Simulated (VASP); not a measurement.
# Be2C (Fm-3m) in VASP: notebook

Be2C is run at these levels: PBE, r2SCAN, HSE06; tasks: single point.

Program: VASP 6.6.1. These are calculated values, not measurements. Logs are shortened: lines on timing, memory, paths and dates and some standing lists are left out, and cuts for length are marked.

## Step 1: The cell of the first run

It takes space group Fm-3m (No. 225, cubic). The conventional cell has a = 4.321 Å, b = 4.321 Å, c = 4.321 Å, α = 90.00°, β = 90.00°, γ = 90.00°. Within 2.5 Å of Be (site symmetry -43m) lie 4 C at 1.87 Å and 6 Be at 2.16 Å. C (site symmetry m-3m) has 8 Be at 1.87 Å within 2.5 Å.

## Step 2: Single point, PBE

Contents of INCAR:

```
SYSTEM = Be2C
  PREC = Accurate
  ENCUT = 600
  EDIFF = 1E-6
  ISMEAR = 0
  SIGMA = 0.01
  LREAL = .False.
  LASPH = .True.
  NELM = 120
  ALGO = Normal
  ISIF = 2
  LWAVE = .False.
  LCHARG = .False.
  GGA = PE
  NBANDS = 11
  GGA_COMPAT = .False.
```

Contents of KPOINTS:

```
Automatic mesh
0
Gamma
  8 8 8
  0 0 0
```

Contents of POSCAR:

```
Be2C
1.0
    0.0000000000      2.1604856457      2.1604856457
    2.1604856457      0.0000000000      2.1604856457
    2.1604856457      2.1604856457      0.0000000000
Be C
2 1
Direct
    0.7500000000      0.7500000000      0.7500000000
    0.2500000000      0.2500000000      0.2500000000
    0.0000000000      0.0000000000      0.0000000000
```

Potentials or basis: VASP PAW PBE potentials, release 64 (Be, C).

Run with:

```console
cat potpaw_PBE.64/Be/POTCAR potpaw_PBE.64/C/POTCAR > POTCAR
mpirun -np 1 vasp_std > vasp.out
```

OUTCAR:

```text
SYSTEM = Be2C
   PREC = Accurate
   ENCUT = 600
   EDIFF = 1E-6
   ISMEAR = 0
   LREAL = .False.
   LASPH = .True.
   NELM = 120
   ISIF = 2
   GGA = PE

 ion  position               nearest neighbor table
   1  0.750  0.750  0.750-   3 1.87   3 1.87   3 1.87   3 1.87   2 2.16   2 2.16   2 2.16   2 2.16
                             2 2.16   2 2.16
   2  0.250  0.250  0.250-   3 1.87   3 1.87   3 1.87   3 1.87   1 2.16   1 2.16   1 2.16   1 2.16
                             1 2.16   1 2.16
   3  0.000  0.000  0.000-   1 1.87   2 1.87   1 1.87   1 1.87   1 1.87   2 1.87   2 1.87   2 1.87

  LATTYP: Found a face centered cubic cell.
 ALAT       =     4.3209712914

  Lattice vectors:

 A1 = (   0.0000000000,   2.1604856457,   2.1604856457)
 A2 = (   2.1604856457,   0.0000000000,   2.1604856457)
 A3 = (   2.1604856457,   2.1604856457,   0.0000000000)

Analysis of symmetry for initial positions (statically):
=====================================================================
 Subroutine PRICEL returns:
 Original cell was already a primitive cell.

 Routine SETGRP: Setting up the symmetry group for a
 face centered cubic supercell.

 Subroutine GETGRP returns: Found 48 space group operations
 (whereof 48 operations were pure point group operations)
 out of a pool of 48 trial point group operations.

The static configuration has the point symmetry O_h .

Analysis of symmetry for dynamics (positions and initial velocities):
=====================================================================
 Subroutine PRICEL returns:
 Original cell was already a primitive cell.

 Routine SETGRP: Setting up the symmetry group for a
 face centered cubic supercell.

 Subroutine GETGRP returns: Found 48 space group operations
 (whereof 48 operations were pure point group operations)
 out of a pool of 48 trial point group operations.

The dynamic configuration has the point symmetry O_h .

 Subroutine INISYM returns: Found 48 space group operations
 (whereof 48 operations are pure point group operations),
 and found     1 'primitive' translations

----------------------------------------------------------------------------------------

                                     Primitive cell

  volume of cell :      20.1690

  direct lattice vectors                    reciprocal lattice vectors
     0.000000000  2.160485646  2.160485646    -0.231429448  0.231429448  0.231429448
     2.160485646  0.000000000  2.160485646     0.231429448 -0.231429448  0.231429448
     2.160485646  2.160485646  0.000000000     0.231429448  0.231429448 -0.231429448

  length of vectors
     3.055388101  3.055388101  3.055388101     0.400847562  0.400847562  0.400847562

  position of ions in fractional coordinates (direct lattice)
     0.750000000  0.750000000  0.750000000
     0.250000000  0.250000000  0.250000000
     0.000000000  0.000000000  0.000000000

  ion indices of the primitive-cell ions
   primitive index   ion index
                 1           1
                 2           2
                 3           3

----------------------------------------------------------------------------------------

 KPOINTS: Automatic mesh

Automatic generation of k-mesh.
 Grid dimensions read from file:
 generate k-points for:    8    8    8

 Generating k-lattice:

  Cartesian coordinates                     Fractional coordinates (reciprocal lattice)
    -0.028928681  0.028928681  0.028928681     0.125000000  0.000000000  0.000000000
     0.028928681 -0.028928681  0.028928681     0.000000000  0.125000000  0.000000000
     0.028928681  0.028928681 -0.028928681     0.000000000  0.000000000  0.125000000

  Length of vectors
     0.050105945  0.050105945  0.050105945

  Shift w.r.t. Gamma in fractional coordinates (k-lattice)
     0.000000000  0.000000000  0.000000000

 Subroutine IBZKPT returns following result:
 ===========================================

 Found     29 irreducible k-points:

 Following reciprocal coordinates:
            Coordinates               Weight
  0.000000  0.000000  0.000000      1.000000
  0.125000  0.000000  0.000000      8.000000
  0.250000  0.000000  0.000000      8.000000
  0.375000  0.000000  0.000000      8.000000
  0.500000  0.000000  0.000000      4.000000
  0.125000  0.125000  0.000000      6.000000
[... 16 lines left out ...]
  0.500000  0.250000  0.125000     48.000000
 -0.375000  0.250000  0.125000     24.000000
 [... further k-points ...]
   k-points           NKPTS =     29   k-points in BZ     NKDIM =     29   number of bands    NBANDS=     11
   number of dos      NEDOS =    301   number of ions     NIONS =      3
   total plane-waves  NPLWV =  13824
   dimension x,y,z NGX =    24 NGY =   24 NGZ =   24
   dimension x,y,z NGXF=    48 NGYF=   48 NGZF=   48
   ions per type =               2   1
   NGX,Y,Z   is equivalent  to a cutoff of  13.06, 13.06, 13.06 a.u.
   NGXF,Y,Z  is equivalent  to a cutoff of  26.12, 26.12, 26.12 a.u.
 SYSTEM =  Be2C
   PREC   = accura    normal or accurate (medium, high low for compatibility)
   ISTART =      0    job   : 0-new  1-cont  2-samecut
   ICHARG =      2    charge: 1-file 2-atom 10-const
   ISPIN  =      1    spin polarized calculation?
   LNONCOLLINEAR =      F non collinear calculations
   LSORBIT =      F    spin-orbit coupling
   LASPH  =      T    aspherical Exc in radial PAW
   ENCUT  =  600.0 eV  44.10 Ry    6.64 a.u.   6.10  6.10  6.10*2*pi/ulx,y,z
   NELM   =    120;   NELMIN=  2; NELMDL= -5     # of ELM steps
   EDIFF  = 0.1E-05   stopping-criterion for ELM
   LREAL  =      F    real-space projection
   EDIFFG = 0.1E-04   stopping-criterion for IOM
   NSW    =      0    number of steps for IOM
   IBRION =     -1    ionic relax: 0-MD 1-quasi-New 2-CG
   NFREE  =      0    steps in history (QN), initial steepest desc. (CG)
   ISIF   =      2    stress and relaxation
   ISYM   =      2    0-nonsym 1-usesym 2-fastsym
   POTIM  = 0.5000    time-step for ionic-motion
   TEBEG  =    0.0;   TEEND  =   0.0 temperature during run
   PSTRESS=    0.0 pullay stress
   NELECT =       8.0000    total number of electrons
   NUPDOWN=      -1.0000    fix difference up-down
   EMIN   =  10.00;   EMAX   =-10.00  energy-range for DOS
   EFERMI =   0.00;   METHOD = LEGACY
   ISMEAR =     0;   SIGMA  =   0.01  broadening in eV -4-tet -1-fermi 0-gaus
   EFERMI_NEDOS =   21; number of points for ismear=-14 and -15
   IALGO  =     38    algorithm
   IMIX   =      4    mixing-type and parameters
     AMIX     =   0.40;   BMIX     =  1.00
     AMIX_MAG =   1.60;   BMIX_MAG =  1.00
  volume/ion in A,a.u.               =       6.72        45.37
  Fermi-wavevector in a.u.,A,eV,Ry     =   1.202846  2.273050 19.685440  1.446839
  Thomas-Fermi vector in A             =   2.338616
   LORBIT       =      0    0 simple, 1 ext, 2 COOP (PROOUT), +10 PAW based schemes
   GGA     = PE    functional components
   LHFCALC =     F    Hartree Fock is set to
   AEXX    =    0.0000 exact exchange contribution
   IVDW    =     0    specifies the selected vdW correction
   LEPSILON=     F    determine dielectric tensor
   LRPA    =     F    only Hartree local field effects (RPA)
 non-spin polarized calculation
 Gauss-broadening in eV      SIGMA  =   0.01
  energy-cutoff  :      600.00
  volume of cell :       20.17
 maximum number of plane-waves:       692
   NGX = 13   NGY = 13   NGZ = 13

 number of electron       8.0000000 magnetization

 Free energy of the ion-electron system (eV)
  ---------------------------------------------------
  ext. energy  EPLUGINS =         0.00000000
  ---------------------------------------------------
  free energy    TOTEN  =       -17.45587296 eV

  energy without entropy =      -17.45587296  energy(sigma->0) =      -17.45587296

 E-fermi :   7.8798     XC(G=0): -11.4608

 val. band max:        7.7846634570   @ k =   0.0000   0.0000   0.0000
 cond. band min:       8.9444954056   @ k =   0.5000   0.5000   0.0000
 fundamental gap:      1.1598319486
 Fermi energy:         7.8797954753

 k-point     1 :       0.0000    0.0000    0.0000
  band No.  band energies     occupation
      1      -7.2970      2.00000
      2       7.7847      2.00000
      3       7.7847      2.00000
      4       7.7847      2.00000
      5      11.9233      0.00000
      6      11.9233      0.00000
      7      11.9233      0.00000
      8      14.5983      0.00000
      9      20.9980      0.00000
     10      20.9980      0.00000
     11      20.9980      0.00000

 k-point     2 :       0.1250    0.0000    0.0000
  band No.  band energies     occupation
      1      -7.0473      2.00000
      2       5.8984      2.00000
      3       7.3387      2.00000
      4       7.3387      2.00000
      5      12.5691      0.00000
      6      12.5691      0.00000
      7      13.0321      0.00000
      8      15.1848      0.00000
      9      19.6110      0.00000
     10      19.6110      0.00000
     11      21.6022      0.00000

 k-point     3 :       0.2500    0.0000    0.0000
  band No.  band energies     occupation
      1      -6.3151      2.00000
      2       2.9369      2.00000
      3       6.6128      2.00000
      4       6.6128      2.00000
      5      13.2831      0.00000
      6      13.2831      0.00000
      7      14.0017      0.00000
      8      16.4460      0.00000
      9      19.1073      0.00000
     10      19.1073      0.00000
     11      23.1189      0.00000

 k-point     4 :       0.3750    0.0000    0.0000
  band No.  band energies     occupation
      1      -5.2089      2.00000
      2       0.3327      2.00000
      3       6.1143      2.00000
      4       6.1143      2.00000
      5      13.0395      0.00000
      6      13.0395      0.00000
      7      14.6113      0.00000
      8      17.3259      0.00000
      9      20.8115      0.00000
     10      20.8115      0.00000
     11      24.4290      0.00000

 k-point     5 :       0.5000    0.0000    0.0000
  band No.  band energies     occupation
      1      -4.4180      2.00000
      2      -0.9752      2.00000
      3       5.9459      2.00000
      4       5.9459      2.00000
      5      12.8009      0.00000
      6      12.8009      0.00000
      7      14.8531      0.00000
      8      17.6371      0.00000
      9      22.3506      0.00000
     10      22.3506      0.00000
     11      24.9750      0.00000
[... 211 lines left out ...]
 k-point    21 :       0.5000    0.5000    0.0000
  band No.  band energies     occupation
      1      -3.6679      2.00000
      2       0.9897      2.00000
      3       3.0340      2.00000
      4       3.0340      2.00000
      5       8.9445      0.00000
      6      13.5498      0.00000
      7      21.0947      0.00000
      8      21.0947      0.00000
      9      23.1733      0.00000
     10      24.0086      0.00000
     11      24.0086      0.00000

 k-point    22 :       0.3750    0.2500    0.1250
  band No.  band energies     occupation
      1      -5.6948      2.00000
      2       2.7954      2.00000
      3       4.0769      2.00000
      4       5.8396      2.00000
      5      13.2512      0.00000
      6      13.7013      0.00000
      7      14.8955      0.00000
      8      16.6283      0.00000
      9      19.0265      0.00000
     10      23.2998      0.00000
     11      24.4540      0.00000

 k-point    23 :       0.5000    0.2500    0.1250
  band No.  band energies     occupation
      1      -4.6611      2.00000
      2       0.8251      2.00000
      3       3.5794      2.00000
      4       4.9244      2.00000
      5      13.0043      0.00000
      6      14.6095      0.00000
      7      15.9459      0.00000
      8      17.6354      0.00000
      9      20.0519      0.00000
     10      22.7049      0.00000
     11      25.0996      0.00000

 k-point    24 :      -0.3750    0.2500    0.1250
  band No.  band energies     occupation
      1      -3.9627      2.00000
      2      -0.2882      2.00000
      3       3.6510      2.00000
      4       4.3794      2.00000
      5      12.9548      0.00000
      6      14.4043      0.00000
      7      17.6119      0.00000
      8      18.4575      0.00000
      9      19.9264      0.00000
     10      21.5418      0.00000
     11      25.2490      0.00000

 [... further k-points ...]

------------------------ aborting loop because EDIFF is reached ----------------------------------------

  FORCE on cell =-STRESS in cart. coord.  units (eV):
  Direction    XX          YY          ZZ          XY          YZ          ZX
  --------------------------------------------------------------------------------------
  -------------------------------------------------------------------------------------
  Total        0.1651003      0.1651003      0.1651003     -0.0000000      0.0000000     -0.0000000
  in kB       13.1151810     13.1151810     13.1151810     -0.0000000      0.0000000     -0.0000000
  external PRESSURE =      13.1151810 kB  Pullay stress =       0.0000000 kB

 VOLUME and BASIS-vectors are now :
 -----------------------------------------------------------------------------
  energy-cutoff  :      600.00
  volume of cell :       20.17
      direct lattice vectors                 reciprocal lattice vectors
     0.000000000  2.160485646  2.160485646    -0.231429448  0.231429448  0.231429448
     2.160485646  0.000000000  2.160485646     0.231429448 -0.231429448  0.231429448
     2.160485646  2.160485646  0.000000000     0.231429448  0.231429448 -0.231429448

 POSITION                                       TOTAL-FORCE (eV/Angst)
 -----------------------------------------------------------------------------------
      3.24073      3.24073      3.24073        -0.000000     -0.000000      0.000000
      1.08024      1.08024      1.08024         0.000000     -0.000000     -0.000000
      0.00000      0.00000      0.00000         0.000000      0.000000     -0.000000
 -----------------------------------------------------------------------------------
    total drift:                               -0.000000     -0.000000      0.000000

  FREE ENERGIE OF THE ION-ELECTRON SYSTEM (eV)
  ---------------------------------------------------
  free  energy   TOTEN  =       -17.4558729567 eV

  energy  without entropy=      -17.4558729567  energy(sigma->0) =      -17.45587296
```

It took 4.5 s on 1 thread of AMD EPYC 9R45 (Zen 5), shared host; peak memory 0.1 GiB.

Results:

| Quantity | Value |
| --- | --- |
| Free energy | -17.4559 eV |
| Pressure | 1.3 GPa |
| Band gap on the k mesh | 1.16 eV (least direct gap 4.14 eV) |

Levels at points of the mesh, in eV from the valence-band top:
```
           k point  band 1  band 2  band 3  band 4  band 5  band 6  band 7  band 8  band 9
(0.00, 0.00, 0.00)  -15.08    0.00    0.00    0.00    4.14    4.14    4.14    6.81   13.21
(0.50, 0.00, 0.00)  -12.20   -8.76   -1.84   -1.84    5.02    5.02    7.07    9.85   14.57
(0.50, 0.50, 0.00)  -11.45   -6.79   -4.75   -4.75    1.16    5.77   13.31   13.31   15.39
```

## Step 3: Single point, PBE

Contents of INCAR:

```
ALGO = Normal ; EDIFF = 1E-6
ENCUT = 600 ; GGA = PE
GGA_COMPAT = False ; ISIF = 2
ISMEAR = 0 ; LASPH = True
LCHARG = False ; LREAL = False
LWAVE = False ; NBANDS = 11
NELM = 120 ; PREC = Accurate
SIGMA = 0.01
```

Contents of KPOINTS:

```
k-points
0
Gamma
  8 8 8
```

POSCAR is that of step 2.

Potentials or basis: VASP PAW PBE potentials, release 64 (Be, C).

Run with:

```console
cat potpaw_PBE.64/Be/POTCAR potpaw_PBE.64/C/POTCAR > POTCAR
mpirun -np 1 vasp_std > vasp.out
```

It took 4.5 s on 1 thread of AMD EPYC 9R45 (Zen 5), shared host; peak memory 0.1 GiB.

Results (log left out):

- Free energy: -17.4559 eV
- Pressure: 1.3 GPa
- Band gap on the k mesh: 1.16 eV (least direct gap 4.14 eV)

Levels at points of the mesh, in eV from the valence-band top:
```
           k point  band 1  band 2  band 3  band 4  band 5  band 6  band 7  band 8
(0.00, 0.00, 0.00)  -15.08    0.00    0.00    0.00    4.14    4.14    4.14    6.81
(0.50, 0.00, 0.00)  -12.20   -8.76   -1.84   -1.84    5.02    5.02    7.07    9.85
(0.50, 0.50, 0.00)  -11.45   -6.79   -4.75   -4.75    1.16    5.77   13.31   13.31
```

A k mesh can miss the band edges.

(Continued in part 2 of 2.)
